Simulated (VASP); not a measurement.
# Ba2Ir (Fd-3m) in VASP: notebook

Runs on Ba2Ir. Level: PBE. Tasks: single point.

Program: VASP 6.6.1. These are calculated values, not measurements. Logs are shortened: lines on timing, memory, paths and dates and some standing lists are left out, and cuts for length are marked.

### 1 The cell of the first run

Symmetry: Fd-3m, No. 227, cubic system. Conventional cell: a = 8.946 Å, b = 8.946 Å, c = 8.946 Å, α = 90.00°, β = 90.00°, γ = 90.00°. Within 4.2 Å of Ba (site symmetry -3m) lie 6 Ba at 3.16 Å and 6 Ir at 3.71 Å. Within 4.9 Å of Ir (site symmetry -43m) lie 12 Ba at 3.71 Å and 4 Ir at 3.87 Å.

### 2 Single point, PBE

The input, INCAR:

```
  PREC = Accurate
  ENCUT = 520
  EDIFF = 1E-7
  ISMEAR = 0
  SIGMA = 0.1
  LREAL = F
  LASPH = T
  NELM = 60
  ALGO = Fast
  ISIF = 2
  LWAVE = F
  LCHARG = F
  GGA = PE
  NBANDS = 38
```

The input, KPOINTS:

```
Automatic mesh
0
Gamma
  4 4 4
```

The input, POSCAR:

```
Ba2Ir
1.0
    0.0000000000      4.4732381090      4.4732381090
    4.4732381090      0.0000000000      4.4732381090
    4.4732381090      4.4732381090      0.0000000000
Ba Ir
4 2
Direct
    0.6250000000      0.6250000000      0.6250000000
    0.1250000000      0.6250000000      0.6250000000
    0.6250000000      0.6250000000      0.1250000000
    0.6250000000      0.1250000000      0.6250000000
    0.0000000000      0.0000000000      0.0000000000
    0.2500000000      0.2500000000      0.2500000000
```

Potentials or basis: VASP PAW PBE potentials, release 64 (Ba_sv, Ir).

On the command line:

```
> cat potpaw_PBE.64/Ba_sv/POTCAR potpaw_PBE.64/Ir/POTCAR > POTCAR
> mpirun -np 1 vasp_std > vasp.out
```

OUTCAR:

```text
PREC = Accurate
   ENCUT = 520
   EDIFF = 1E-7
   ISMEAR = 0
   LREAL = F
   LASPH = T
   NELM = 60
   ISIF = 2
   GGA = PE

 ion  position               nearest neighbor table
   1  0.625  0.625  0.625-   2 3.16   3 3.16   4 3.16   3 3.16   4 3.16   2 3.16   6 3.71   5 3.71
                             6 3.71   5 3.71   6 3.71   5 3.71
   2  0.125  0.625  0.625-   1 3.16   3 3.16   4 3.16   1 3.16   3 3.16   4 3.16   5 3.71   6 3.71
                             5 3.71   5 3.71   6 3.71   6 3.71
   3  0.625  0.625  0.125-   1 3.16   1 3.16   2 3.16   4 3.16   4 3.16   2 3.16   6 3.71   5 3.71
                             6 3.71   5 3.71   6 3.71   5 3.71
   4  0.625  0.125  0.625-   1 3.16   3 3.16   1 3.16   2 3.16   3 3.16   2 3.16   5 3.71   6 3.71
                             5 3.71   6 3.71   6 3.71   5 3.71
   5  0.000  0.000  0.000-   1 3.71   3 3.71   4 3.71   1 3.71   2 3.71   3 3.71   1 3.71   2 3.71
                             4 3.71   2 3.71   3 3.71   4 3.71
   6  0.250  0.250  0.250-   2 3.71   3 3.71   4 3.71   1 3.71   2 3.71   4 3.71   1 3.71   2 3.71
                             3 3.71   1 3.71   3 3.71   4 3.71

  LATTYP: Found a face centered cubic cell.
 ALAT       =     8.9464762180

  Lattice vectors:

 A1 = (   0.0000000000,   4.4732381090,   4.4732381090)
 A2 = (   4.4732381090,   0.0000000000,   4.4732381090)
 A3 = (   4.4732381090,   4.4732381090,   0.0000000000)

Analysis of symmetry for initial positions (statically):
=====================================================================
 Subroutine PRICEL returns:
 Original cell was already a primitive cell.

 Routine SETGRP: Setting up the symmetry group for a
 face centered cubic supercell.

 Subroutine GETGRP returns: Found 48 space group operations
 (whereof 24 operations were pure point group operations)
 out of a pool of 48 trial point group operations.

The static configuration has the point symmetry T_d .
 The point group associated with its full space group is O_h .

Analysis of symmetry for dynamics (positions and initial velocities):
=====================================================================
 Subroutine PRICEL returns:
 Original cell was already a primitive cell.

 Routine SETGRP: Setting up the symmetry group for a
 face centered cubic supercell.

 Subroutine GETGRP returns: Found 48 space group operations
 (whereof 24 operations were pure point group operations)
 out of a pool of 48 trial point group operations.

The dynamic configuration has the point symmetry T_d .
 The point group associated with its full space group is O_h .

 Subroutine INISYM returns: Found 48 space group operations
 (whereof 24 operations are pure point group operations),
 and found     1 'primitive' translations

----------------------------------------------------------------------------------------

                                     Primitive cell

  volume of cell :     179.0177

  direct lattice vectors                    reciprocal lattice vectors
     0.000000000  4.473238109  4.473238109    -0.111775852  0.111775852  0.111775852
     4.473238109  0.000000000  4.473238109     0.111775852 -0.111775852  0.111775852
     4.473238109  4.473238109  0.000000000     0.111775852  0.111775852 -0.111775852

  length of vectors
     6.326114001  6.326114001  6.326114001     0.193601454  0.193601454  0.193601454

  position of ions in fractional coordinates (direct lattice)
     0.625000000  0.625000000  0.625000000
     0.125000000  0.625000000  0.625000000
     0.625000000  0.625000000  0.125000000
     0.625000000  0.125000000  0.625000000
     0.000000000  0.000000000  0.000000000
     0.250000000  0.250000000  0.250000000

  ion indices of the primitive-cell ions
   primitive index   ion index
                 1           1
                 2           2
                 3           3
                 4           4
                 5           5
                 6           6

----------------------------------------------------------------------------------------

 KPOINTS: Automatic mesh

Automatic generation of k-mesh.
 Grid dimensions read from file:
 generate k-points for:    4    4    4

 Generating k-lattice:

  Cartesian coordinates                     Fractional coordinates (reciprocal lattice)
    -0.027943963  0.027943963  0.027943963     0.250000000  0.000000000  0.000000000
     0.027943963 -0.027943963  0.027943963     0.000000000  0.250000000  0.000000000
     0.027943963  0.027943963 -0.027943963     0.000000000  0.000000000  0.250000000

  Length of vectors
     0.048400364  0.048400364  0.048400364

  Shift w.r.t. Gamma in fractional coordinates (k-lattice)
     0.000000000  0.000000000  0.000000000

 Subroutine IBZKPT returns following result:
 ===========================================

 Found      8 irreducible k-points:

 Following reciprocal coordinates:
            Coordinates               Weight
  0.000000  0.000000  0.000000      1.000000
  0.250000  0.000000  0.000000      8.000000
  0.500000  0.000000  0.000000      4.000000
  0.250000  0.250000  0.000000      6.000000
  0.500000  0.250000  0.000000     24.000000
 -0.250000  0.250000  0.000000     12.000000
  0.500000  0.500000  0.000000      3.000000
 -0.250000  0.500000  0.250000      6.000000
   k-points           NKPTS =      8   k-points in BZ     NKDIM =      8   number of bands    NBANDS=     38
   number of dos      NEDOS =    301   number of ions     NIONS =      6
   total plane-waves  NPLWV = 110592
   dimension x,y,z NGX =    48 NGY =   48 NGZ =   48
   dimension x,y,z NGXF=    96 NGYF=   96 NGZF=   96
   ions per type =               4   2
   NGX,Y,Z   is equivalent  to a cutoff of  12.61, 12.61, 12.61 a.u.
   NGXF,Y,Z  is equivalent  to a cutoff of  25.23, 25.23, 25.23 a.u.
 SYSTEM =  unknown system
   PREC   = accura    normal or accurate (medium, high low for compatibility)
   ISTART =      0    job   : 0-new  1-cont  2-samecut
   ICHARG =      2    charge: 1-file 2-atom 10-const
   ISPIN  =      1    spin polarized calculation?
   LNONCOLLINEAR =      F non collinear calculations
   LSORBIT =      F    spin-orbit coupling
   LASPH  =      T    aspherical Exc in radial PAW
   ENCUT  =  520.0 eV  38.22 Ry    6.18 a.u.  11.76 11.76 11.76*2*pi/ulx,y,z
   NELM   =     60;   NELMIN=  2; NELMDL= -5     # of ELM steps
   EDIFF  = 0.1E-06   stopping-criterion for ELM
   LREAL  =      F    real-space projection
   EDIFFG = 0.1E-05   stopping-criterion for IOM
   NSW    =      0    number of steps for IOM
   IBRION =     -1    ionic relax: 0-MD 1-quasi-New 2-CG
   NFREE  =      0    steps in history (QN), initial steepest desc. (CG)
   ISIF   =      2    stress and relaxation
   ISYM   =      2    0-nonsym 1-usesym 2-fastsym
   POTIM  = 0.5000    time-step for ionic-motion
   TEBEG  =    0.0;   TEEND  =   0.0 temperature during run
   PSTRESS=    0.0 pullay stress
   NELECT =      58.0000    total number of electrons
   NUPDOWN=      -1.0000    fix difference up-down
   EMIN   =  10.00;   EMAX   =-10.00  energy-range for DOS
   EFERMI =   0.00;   METHOD = LEGACY
   ISMEAR =     0;   SIGMA  =   0.10  broadening in eV -4-tet -1-fermi 0-gaus
   EFERMI_NEDOS =   21; number of points for ismear=-14 and -15
   IALGO  =     68    algorithm
   IMIX   =      4    mixing-type and parameters
     AMIX     =   0.40;   BMIX     =  1.00
     AMIX_MAG =   1.60;   BMIX_MAG =  1.00
  volume/ion in A,a.u.               =      29.84       201.35
  Fermi-wavevector in a.u.,A,eV,Ry     =   1.124395  2.124798 17.201350  1.264264
  Thomas-Fermi vector in A             =   2.261066
   LORBIT       =      0    0 simple, 1 ext, 2 COOP (PROOUT), +10 PAW based schemes
   GGA     = PE    functional components
   LHFCALC =     F    Hartree Fock is set to
   AEXX    =    0.0000 exact exchange contribution
   IVDW    =     0    specifies the selected vdW correction
   LEPSILON=     F    determine dielectric tensor
   LRPA    =     F    only Hartree local field effects (RPA)
 non-spin polarized calculation
 RMM-DIIS sequential band-by-band and
 Gauss-broadening in eV      SIGMA  =   0.10
  energy-cutoff  :      520.00
  volume of cell :      179.02
 maximum number of plane-waves:      4909
   NGX = 23   NGY = 23   NGZ = 23

 number of electron      57.9999999 magnetization

 Free energy of the ion-electron system (eV)
  ---------------------------------------------------
  ext. energy  EPLUGINS =         0.00000000
  ---------------------------------------------------
  free energy    TOTEN  =       -17.70734642 eV

  energy without entropy =      -17.68857633  energy(sigma->0) =      -17.69796137

 E-fermi :   3.9150     XC(G=0): -10.0471

 val. band max:        3.8023933932   @ k =   0.5000   0.0000   0.0000
 cond. band min:       3.9157092311   @ k =   0.2500   0.0000   0.0000
 fundamental gap:      0.1133158379
 Fermi energy:         3.9149846996

 k-point     1 :       0.0000    0.0000    0.0000
  band No.  band energies     occupation
      1     -25.2433      2.00000
      2     -24.1165      2.00000
      3     -24.1165      2.00000
      4     -24.1165      2.00000
      5     -13.2983      2.00000
      6     -11.0933      2.00000
[... 30 lines left out ...]
     37       4.9886      0.00000
     38       9.0792      0.00000

 k-point     2 :       0.2500    0.0000    0.0000
  band No.  band energies     occupation
      1     -25.1414      2.00000
      2     -24.2574      2.00000
      3     -24.1184      2.00000
      4     -24.1184      2.00000
      5     -12.9355      2.00000
      6     -10.9803      2.00000
[... 30 lines left out ...]
     37       6.1589      0.00000
     38       7.2196      0.00000
[... 203 lines left out ...]
     37       7.5418      0.00000
     38       7.6165      0.00000

 k-point     8 :      -0.2500    0.5000    0.2500
  band No.  band energies     occupation
      1     -24.7285      2.00000
      2     -24.7285      2.00000
      3     -24.1243      2.00000
      4     -24.1243      2.00000
      5     -11.5982      2.00000
      6     -11.5982      2.00000
[... 30 lines left out ...]
     37       6.6044      0.00000
     38       6.6054      0.00000

------------------------ aborting loop because EDIFF is reached ----------------------------------------

  FORCE on cell =-STRESS in cart. coord.  units (eV):
  Direction    XX          YY          ZZ          XY          YZ          ZX
  --------------------------------------------------------------------------------------
  -------------------------------------------------------------------------------------
  Total        4.7103143      4.7103143      4.7103143     -0.0000000     -0.0000000      0.0000000
  in kB       42.1564880     42.1564880     42.1564880     -0.0000000     -0.0000000      0.0000000
  external PRESSURE =      42.1564880 kB  Pullay stress =       0.0000000 kB

 VOLUME and BASIS-vectors are now :
 -----------------------------------------------------------------------------
  energy-cutoff  :      520.00
  volume of cell :      179.02
      direct lattice vectors                 reciprocal lattice vectors
     0.000000000  4.473238109  4.473238109    -0.111775852  0.111775852  0.111775852
     4.473238109  0.000000000  4.473238109     0.111775852 -0.111775852  0.111775852
     4.473238109  4.473238109  0.000000000     0.111775852  0.111775852 -0.111775852

 POSITION                                       TOTAL-FORCE (eV/Angst)
 -----------------------------------------------------------------------------------
      5.59155      5.59155      5.59155        -0.000000     -0.000000     -0.000000
      5.59155      3.35493      3.35493        -0.000000     -0.000000     -0.000000
      3.35493      3.35493      5.59155        -0.000000     -0.000000     -0.000000
      3.35493      5.59155      3.35493        -0.000000     -0.000000     -0.000000
      0.00000      0.00000      0.00000        -0.000000     -0.000000     -0.000000
      2.23662      2.23662      2.23662         0.000000      0.000000      0.000000
 -----------------------------------------------------------------------------------
    total drift:                                0.000000     -0.000000     -0.000000

  FREE ENERGIE OF THE ION-ELECTRON SYSTEM (eV)
  ---------------------------------------------------
  free  energy   TOTEN  =       -17.7073464169 eV

  energy  without entropy=      -17.6885763286  energy(sigma->0) =      -17.69796137
```

Wall time 89 s (1 thread of Intel Xeon 6975P-C (Granite Rapids), shared host); peak memory 0.34 GiB.

Results:

| Item | Value |
| --- | --- |
| Free energy | -17.7073 eV |
| Pressure | 4.2 GPa |
| Band gap on the k mesh | zero (bands 29 and 30 overlap by 1.03 eV) |

Levels at points of the mesh, in eV from the Fermi level:
```tsv
k point	band 26	band 27	band 28	band 29	band 30	band 31	band 32	band 33
(0.00, 0.00, 0.00)	-0.77	-0.50	-0.50	-0.36	-0.36	-0.36	0.47	1.04
(0.50, 0.00, 0.00)	-0.76	-0.41	-0.41	-0.11	0.54	0.68	0.68	1.16
(0.50, 0.50, 0.00)	-0.68	-0.28	-0.28	0.25	0.25	1.49	1.49	1.55
```

Caveat: the cell stands under pressure; spin-orbit coupling is left out, which moves the levels of the heavy elements.

### 3 Single point, PBE

This run uses another cell than the first one, of 31.62 Å³/atom.

The input, INCAR:

```
SYSTEM = Ba2Ir
PREC = Accurate ; ENCUT = 520
EDIFF = 1E-7 ; ISMEAR = 0
SIGMA = 0.1 ; LREAL = .FALSE.
LASPH = .TRUE. ; NELM = 80
ALGO = Fast ; ISIF = 2
LWAVE = .FALSE. ; LCHARG = .TRUE.
GGA = PE ; LELF = .TRUE.
LVHAR = .TRUE. ; NBANDS = 38
```

The input, KPOINTS:

```
regular mesh
0
G
  8 8 8
  0 0 0
```

Changes to POSCAR since step 2:

```diff
@@ -2,5 +2,5 @@
 1.0
-    0.0000000000      4.4732381090      4.4732381090
-    4.4732381090      0.0000000000      4.4732381090
-    4.4732381090      4.4732381090      0.0000000000
+    0.0000000000      4.5607526407      4.5607526407
+    4.5607526407      0.0000000000      4.5607526407
+    4.5607526407      4.5607526407      0.0000000000
 Ba Ir
```

Potentials or basis: VASP PAW PBE potentials, release 64 (Ba_sv, Ir).

On the command line:

```
> cat potpaw_PBE.64/Ba_sv/POTCAR potpaw_PBE.64/Ir/POTCAR > POTCAR
> mpirun -np 1 vasp_std > vasp.out
```

Wall time 5.4 min (1 thread of Intel Xeon 6975P-C (Granite Rapids), shared host); peak memory 0.43 GiB.

The run converged. Its results:

| Item | Value |
| --- | --- |
| Free energy | -17.8850 eV |
| Pressure | 1.7 GPa |
| Band gap on the k mesh | zero (bands 29 and 30 overlap by 1.00 eV) |

Levels at points of the mesh, in eV from the Fermi level:
| k point | band 27 | band 28 | band 29 | band 30 | band 31 | band 32 |
| --- | --- | --- | --- | --- | --- | --- |
| (0.00, 0.00, 0.00) | -0.47 | -0.47 | -0.37 | -0.37 | -0.37 | 0.35 |
| (0.50, 0.00, 0.00) | -0.40 | -0.40 | -0.14 | 0.47 | 0.63 | 0.63 |
| (0.50, 0.50, 0.00) | -0.29 | -0.29 | 0.19 | 0.19 | 1.34 | 1.34 |

Caveat: spin-orbit coupling is left out, which moves the levels of the heavy elements.

The gap in the log of VASP goes by the Fermi energy; the results here count the filled bands.